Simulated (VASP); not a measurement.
# F (Pm-3m) in VASP: further runs

Runs on F. Level: PBE. Tasks: single point.

All numbers are computed with VASP 6.6.1; they aren't measurements. Logs are shortened: lines on timing, memory, paths and dates and some standing lists are left out, and cuts for length are marked.

## (1) The cell of the first run

It takes space group Pm-3m (No. 221, cubic). Conventional cell: a = 2.206 Å, b = 2.206 Å, c = 2.206 Å, α = 90.00°, β = 90.00°, γ = 90.00°. F (site symmetry m-3m) has 6 F at 2.21 Å within 2.9 Å.

## (2) Single point, PBE

The input, INCAR:

```
PREC = Accurate
ENCUT = 520
EDIFF = 1E-6
ISMEAR = -1
SIGMA = 0.06122561905347299
LREAL = False
LASPH = True
NELM = 100
ALGO = Normal
ISIF = 2
LWAVE = False
LCHARG = True
GGA = PE
LELF = True
LVHAR = True
NBANDS = 10
```

The input, KPOINTS:

```
Automatic mesh
0
Gamma
  25 25 25
```

The input, POSCAR:

```
F
1.0
    2.2057281443      0.0000000000      0.0000000000
    0.0000000000      2.2057281443      0.0000000000
    0.0000000000      0.0000000000      2.2057281443
F
1
Direct
    0.0000000000      0.0000000000      0.0000000000
```

Potentials or basis: VASP PAW PBE potentials, release 64 (F).

The run is started by

```
> cat potpaw_PBE.64/F/POTCAR > POTCAR
> mpirun -np 1 vasp_std > vasp.out
```

OUTCAR:

```text
PREC = Accurate
   ENCUT = 520
   EDIFF = 1E-6
   ISMEAR = -1
   LREAL = False
   LASPH = True
   NELM = 100
   ISIF = 2
   GGA = PE

 ion  position               nearest neighbor table
   1  0.000  0.000  0.000-

  LATTYP: Found a simple cubic cell.
 ALAT       =     2.2057281443

  Lattice vectors:

 A1 = (   2.2057281443,   0.0000000000,   0.0000000000)
 A2 = (   0.0000000000,   2.2057281443,   0.0000000000)
 A3 = (   0.0000000000,   0.0000000000,   2.2057281443)

Analysis of symmetry for initial positions (statically):
=====================================================================
 Subroutine PRICEL returns:
 Original cell was already a primitive cell.

 Routine SETGRP: Setting up the symmetry group for a
 simple cubic supercell.

 Subroutine GETGRP returns: Found 48 space group operations
 (whereof 48 operations were pure point group operations)
 out of a pool of 48 trial point group operations.

The static configuration has the point symmetry O_h .

Analysis of symmetry for dynamics (positions and initial velocities):
=====================================================================
 Subroutine PRICEL returns:
 Original cell was already a primitive cell.

 Routine SETGRP: Setting up the symmetry group for a
 simple cubic supercell.

 Subroutine GETGRP returns: Found 48 space group operations
 (whereof 48 operations were pure point group operations)
 out of a pool of 48 trial point group operations.

The dynamic configuration has the point symmetry O_h .

 Subroutine INISYM returns: Found 48 space group operations
 (whereof 48 operations are pure point group operations),
 and found     1 'primitive' translations

----------------------------------------------------------------------------------------

                                     Primitive cell

  volume of cell :      10.7314

  direct lattice vectors                    reciprocal lattice vectors
     2.205728144  0.000000000  0.000000000     0.453365027  0.000000000  0.000000000
     0.000000000  2.205728144  0.000000000     0.000000000  0.453365027  0.000000000
     0.000000000  0.000000000  2.205728144     0.000000000  0.000000000  0.453365027

  length of vectors
     2.205728144  2.205728144  2.205728144     0.453365027  0.453365027  0.453365027

  position of ions in fractional coordinates (direct lattice)
     0.000000000  0.000000000  0.000000000

  ion indices of the primitive-cell ions
   primitive index   ion index
                 1           1

----------------------------------------------------------------------------------------

 KPOINTS: Automatic mesh

Automatic generation of k-mesh.
 Grid dimensions read from file:
 generate k-points for:   25   25   25

 Generating k-lattice:

  Cartesian coordinates                     Fractional coordinates (reciprocal lattice)
     0.018134601  0.000000000  0.000000000     0.040000000  0.000000000  0.000000000
     0.000000000  0.018134601  0.000000000     0.000000000  0.040000000  0.000000000
     0.000000000  0.000000000  0.018134601     0.000000000  0.000000000  0.040000000

  Length of vectors
     0.018134601  0.018134601  0.018134601

  Shift w.r.t. Gamma in fractional coordinates (k-lattice)
     0.000000000  0.000000000  0.000000000

 Subroutine IBZKPT returns following result:
 ===========================================

 Found    455 irreducible k-points:

 Following reciprocal coordinates:
            Coordinates               Weight
  0.000000  0.000000  0.000000      1.000000
  0.040000  0.000000  0.000000      6.000000
  0.080000  0.000000  0.000000      6.000000
  0.120000  0.000000  0.000000      6.000000
  0.160000  0.000000  0.000000      6.000000
  0.200000  0.000000  0.000000      6.000000
[... 16 lines left out ...]
  0.400000  0.040000  0.000000     24.000000
  0.440000  0.040000  0.000000     24.000000
 [... further k-points ...]
   k-points           NKPTS =    455   k-points in BZ     NKDIM =    455   number of bands    NBANDS=     10
   number of dos      NEDOS =    301   number of ions     NIONS =      1
   total plane-waves  NPLWV =   4096
   dimension x,y,z NGX =    16 NGY =   16 NGZ =   16
   dimension x,y,z NGXF=    32 NGYF=   32 NGZF=   32
   ions per type =               1
   NGX,Y,Z   is equivalent  to a cutoff of  12.06, 12.06, 12.06 a.u.
   NGXF,Y,Z  is equivalent  to a cutoff of  24.12, 24.12, 24.12 a.u.
 SYSTEM =  unknown system
   PREC   = accura    normal or accurate (medium, high low for compatibility)
   ISTART =      0    job   : 0-new  1-cont  2-samecut
   ICHARG =      2    charge: 1-file 2-atom 10-const
   ISPIN  =      1    spin polarized calculation?
   LNONCOLLINEAR =      F non collinear calculations
   LSORBIT =      F    spin-orbit coupling
   LASPH  =      T    aspherical Exc in radial PAW
   ENCUT  =  520.0 eV  38.22 Ry    6.18 a.u.   4.10  4.10  4.10*2*pi/ulx,y,z
   NELM   =    100;   NELMIN=  2; NELMDL= -5     # of ELM steps
   EDIFF  = 0.1E-05   stopping-criterion for ELM
   LREAL  =      F    real-space projection
   EDIFFG = 0.1E-04   stopping-criterion for IOM
   NSW    =      0    number of steps for IOM
   IBRION =     -1    ionic relax: 0-MD 1-quasi-New 2-CG
   NFREE  =      0    steps in history (QN), initial steepest desc. (CG)
   ISIF   =      2    stress and relaxation
   ISYM   =      2    0-nonsym 1-usesym 2-fastsym
   POTIM  = 0.5000    time-step for ionic-motion
   TEBEG  =    0.0;   TEEND  =   0.0 temperature during run
   PSTRESS=    0.0 pullay stress
   NELECT =       7.0000    total number of electrons
   NUPDOWN=      -1.0000    fix difference up-down
   EMIN   =  10.00;   EMAX   =-10.00  energy-range for DOS
   EFERMI =   0.00;   METHOD = LEGACY
   ISMEAR =    -1;   SIGMA  =   0.06  broadening in eV -4-tet -1-fermi 0-gaus
   EFERMI_NEDOS =   21; number of points for ismear=-14 and -15
   IALGO  =     38    algorithm
   IMIX   =      4    mixing-type and parameters
     AMIX     =   0.40;   BMIX     =  1.00
     AMIX_MAG =   1.60;   BMIX_MAG =  1.00
  volume/ion in A,a.u.               =      10.73        72.42
  Fermi-wavevector in a.u.,A,eV,Ry     =   1.419784  2.683002 27.426431  2.015786
  Thomas-Fermi vector in A             =   2.540768
   LORBIT       =      0    0 simple, 1 ext, 2 COOP (PROOUT), +10 PAW based schemes
   GGA     = PE    functional components
[... 5 lines left out ...]
 non-spin polarized calculation
  energy-cutoff  :      520.00
  volume of cell :       10.73
 maximum number of plane-waves:       300
   NGX =  9   NGY =  9   NGZ =  9

 number of electron       7.0000008 magnetization

 Free energy of the ion-electron system (eV)
  ---------------------------------------------------
  ext. energy  EPLUGINS =         0.00000000
  ---------------------------------------------------
  free energy    TOTEN  =        -1.05202109 eV

  energy without entropy =       -1.02862130  energy(sigma->0) =       -1.04032119

 E-fermi :  -3.4113     XC(G=0):  -9.8164

 val. band max:       -3.4136110086   @ k =   0.4000   0.2800   0.1200
 cond. band min:      -3.4097679893   @ k =   0.1600   0.0400   0.0000
 fundamental gap:      0.0038430193
 Fermi energy:        -3.4113034944

 k-point     1 :       0.0000    0.0000    0.0000
  band No.  band energies     occupation
      1     -25.6405      2.00000
      2      -3.5128      1.68005
      3      -3.5128      1.68005
      4      -3.5128      1.68005
      5       9.0206      0.00000
      6      24.9124      0.00000
      7      24.9124      0.00000
      8      36.1968      0.00000
      9      36.1968      0.00000
     10      36.1968      0.00000

 k-point     2 :       0.0400    0.0000    0.0000
  band No.  band energies     occupation
      1     -25.6244      2.00000
      2      -3.5978      1.90922
      3      -3.5063      1.65044
      4      -3.5063      1.65044
      5       9.0921      0.00000
      6      24.8664      0.00000
      7      24.9576      0.00000
      8      36.1602      0.00000
      9      36.1602      0.00000
     10      36.1922      0.00000

 k-point     3 :       0.0800    0.0000    0.0000
  band No.  band energies     occupation
      1     -25.5758      2.00000
      2      -3.8426      1.99826
      3      -3.4872      1.55119
      4      -3.4872      1.55119
      5       9.3012      0.00000
      6      24.7171      0.00000
      7      25.0927      0.00000
      8      36.0509      0.00000
      9      36.0509      0.00000
     10      36.2271      0.00000

 k-point     4 :       0.1200    0.0000    0.0000
  band No.  band energies     occupation
      1     -25.4964      2.00000
      2      -4.2217      2.00000
      3      -3.4566      1.35370
      4      -3.4566      1.35370
      5       9.6321      0.00000
      6      24.4384      0.00000
      7      25.3168      0.00000
      8      35.8764      0.00000
      9      35.8764      0.00000
     10      36.3761      0.00000

 k-point     5 :       0.1600    0.0000    0.0000
  band No.  band energies     occupation
      1     -25.3902      2.00000
      2      -4.6999      2.00000
      3      -3.4161      1.03889
      4      -3.4161      1.03889
      5      10.0650      0.00000
      6      24.0057      0.00000
      7      25.6284      0.00000
      8      35.6387      0.00000
      9      35.6387      0.00000
     10      36.7070      0.00000

 k-point     6 :       0.2000    0.0000    0.0000
  band No.  band energies     occupation
      1     -25.2619      2.00000
      2      -5.2389      2.00000
      3      -3.3682      0.66155
      4      -3.3682      0.66155
      5      10.5812      0.00000
      6      23.4160      0.00000
      7      26.0244      0.00000
      8      35.3467      0.00000
      9      35.3467      0.00000
     10      37.2611      0.00000

 k-point     7 :       0.2400    0.0000    0.0000
  band No.  band energies     occupation
      1     -25.1186      2.00000
      2      -5.8015      2.00000
      3      -3.3158      0.34728
      4      -3.3158      0.34728
      5      11.1654      0.00000
      6      22.6874      0.00000
      7      26.5000      0.00000
      8      35.0143      0.00000
      9      35.0143      0.00000
     10      38.0270      0.00000

 k-point     8 :       0.2800    0.0000    0.0000
  band No.  band energies     occupation
      1     -24.9679      2.00000
      2      -6.3538      2.00000
      3      -3.2621      0.16084
      4      -3.2621      0.16084
      5      11.8059      0.00000
      6      21.8563      0.00000
      7      27.0474      0.00000
      8      34.6666      0.00000
      9      34.6666      0.00000
     10      38.9607      0.00000

 k-point     9 :       0.3200    0.0000    0.0000
  band No.  band energies     occupation
      1     -24.8192      2.00000
      2      -6.8654      2.00000
      3      -3.2105      0.07259
      4      -3.2105      0.07259
      5      12.4933      0.00000
      6      20.9603      0.00000
      7      27.6533      0.00000
      8      34.3274      0.00000
      9      34.3274      0.00000
     10      39.9920      0.00000
[... 118 lines left out ...]
 k-point    19 :       0.2400    0.0400    0.0000
  band No.  band energies     occupation
      1     -25.1029      2.00000
      2      -5.7897      2.00000
      3      -3.3896      0.82473
      4      -3.3097      0.31977
      5      11.2152      0.00000
      6      22.7251      0.00000
      7      26.4502      0.00000
      8      34.6345      0.00000
      9      35.0316      0.00000
     10      38.4286      0.00000

 k-point    20 :       0.2800    0.0400    0.0000
  band No.  band energies     occupation
      1     -24.9525      2.00000
      2      -6.3403      2.00000
      3      -3.3339      0.44041
      4      -3.2562      0.14707
      5      11.8493      0.00000
      6      21.8926      0.00000
      7      26.9899      0.00000
      8      34.3305      0.00000
      9      34.6931      0.00000
     10      39.2801      0.00000

 k-point    21 :       0.3200    0.0400    0.0000
  band No.  band energies     occupation
      1     -24.8041      2.00000
      2      -6.8506      2.00000
      3      -3.2803      0.21071
      4      -3.2047      0.06623
      5      12.5294      0.00000
      6      20.9961      0.00000
      7      27.5896      0.00000
      8      33.9912      0.00000
      9      34.3609      0.00000
     10      40.1780      0.00000

 k-point    22 :       0.3600    0.0400    0.0000
  band No.  band energies     occupation
      1     -24.6681      2.00000
      2      -7.2941      2.00000
      3      -3.2324      0.10220
      4      -3.1587      0.03177
      5      13.2445      0.00000
      6      20.0745      0.00000
      7      28.2298      0.00000
      8      33.6332      0.00000
      9      34.0602      0.00000
     10      39.5137      0.00000

 k-point    23 :       0.4000    0.0400    0.0000
  band No.  band energies     occupation
      1     -24.5545      2.00000
      2      -7.6483      2.00000
      3      -3.1932      0.05521
      4      -3.1211      0.01733
      5      13.9755      0.00000
      6      19.1694      0.00000
      7      28.8740      0.00000
      8      33.2734      0.00000
      9      33.8132      0.00000
     10      38.4755      0.00000

 k-point    24 :       0.4400    0.0400    0.0000
  band No.  band energies     occupation
      1     -24.4727      2.00000
      2      -7.8951      2.00000
      3      -3.1656      0.03549
      4      -3.0946      0.01127
      5      14.6758      0.00000
      6      18.3445      0.00000
      7      29.4512      0.00000
      8      32.9372      0.00000
      9      33.6379      0.00000
     10      37.7084      0.00000

 [... further k-points ...]

------------------------ aborting loop because EDIFF is reached ----------------------------------------

  FORCE on cell =-STRESS in cart. coord.  units (eV):
  Direction    XX          YY          ZZ          XY          YZ          ZX
  --------------------------------------------------------------------------------------
  -------------------------------------------------------------------------------------
  Total       -0.1240640     -0.1240640     -0.1240640      0.0000000      0.0000000      0.0000000
  in kB      -18.5225352    -18.5225352    -18.5225352      0.0000000      0.0000000      0.0000000
  external PRESSURE =     -18.5225352 kB  Pullay stress =       0.0000000 kB

 VOLUME and BASIS-vectors are now :
 -----------------------------------------------------------------------------
  energy-cutoff  :      520.00
  volume of cell :       10.73
      direct lattice vectors                 reciprocal lattice vectors
     2.205728144  0.000000000  0.000000000     0.453365027  0.000000000  0.000000000
     0.000000000  2.205728144  0.000000000     0.000000000  0.453365027  0.000000000
     0.000000000  0.000000000  2.205728144     0.000000000  0.000000000  0.453365027

 POSITION                                       TOTAL-FORCE (eV/Angst)
 -----------------------------------------------------------------------------------
      0.00000      0.00000      0.00000         0.000000      0.000000      0.000000
 -----------------------------------------------------------------------------------
    total drift:                               -0.000000     -0.000000      0.000000

  FREE ENERGIE OF THE ION-ELECTRON SYSTEM (eV)
  ---------------------------------------------------
  free  energy   TOTEN  =        -1.0520210932 eV

  energy  without entropy=       -1.0286212957  energy(sigma->0) =       -1.04032119
```

Run time: 6.1 s. Hardware: 1 thread of Intel Xeon 6975P-C (Granite Rapids), shared host; peak memory 0.14 GiB.

What came out:

| Quantity | Value |
| --- | --- |
| Free energy | -1.0520 eV |
| Pressure | -1.9 GPa |
| Band gap on the k mesh | zero (an odd number of electrons rules out a gap without spin polarisation) |

Caveat: an odd number of electrons without spin polarisation forces a metal; a magnetic or distorted state may lie lower.

(Part 1 of 2 ends here.)
